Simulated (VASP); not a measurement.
Set up this calculation in VASP 6.6.1, as the native input.

```yaml
Task: single point
Functional: LDA
Potentials_or_basis: VASP PAW LDA potentials, release 64 (Li_sv, Mg)
Cutoff: 520 eV
k_mesh: 12 × 12 × 12
Occupations: methfessel-paxton, width 0.02 eV
Spin: no spin polarisation
Dipole_correction: no
Further_INCAR_settings: ALGO = Normal; EDIFF = 1e-07; NBANDS = 10
```

The structure of LiMg lies in POSCAR:

```
LiMg
1.0
    3.3071156290      0.0000000000      0.0000000000
    0.0000000000      3.3071156290      0.0000000000
    0.0000000000      0.0000000000      3.4565098694
Li Mg
1 1
Direct
    0.0000000000      0.0000000000      0.0000000000
    0.5000000000      0.5000000000      0.5000000000
```

These files were run (other wordings do the same):

INCAR

```
  ALGO = Normal
  EDIFF = 1E-7
  ENCUT = 520
  GGA = CA
  ISIF = 2
  ISMEAR = 1
  LASPH = T
  LCHARG = F
  LREAL = F
  LWAVE = F
  NBANDS = 10
  NELM = 80
  PREC = Accurate
  SIGMA = 0.02
```

KPOINTS

```
k-points
0
Gamma
  12 12 12
```

Potentials or basis: VASP PAW LDA potentials, release 64 (Li_sv, Mg).

Command:

```sh
$ cat potpaw_LDA.64/Li_sv/POTCAR potpaw_LDA.64/Mg/POTCAR > POTCAR
$ mpirun -np 1 vasp_std > vasp.out
```

It gave:

```json
{
 "Band gap on the k mesh": "zero (an odd number of electrons rules out a gap without spin polarisation)"
}
```

Run time: 110 s on 1 thread of AMD EPYC 7R13, on a shared host, peak memory 0.17 GiB.
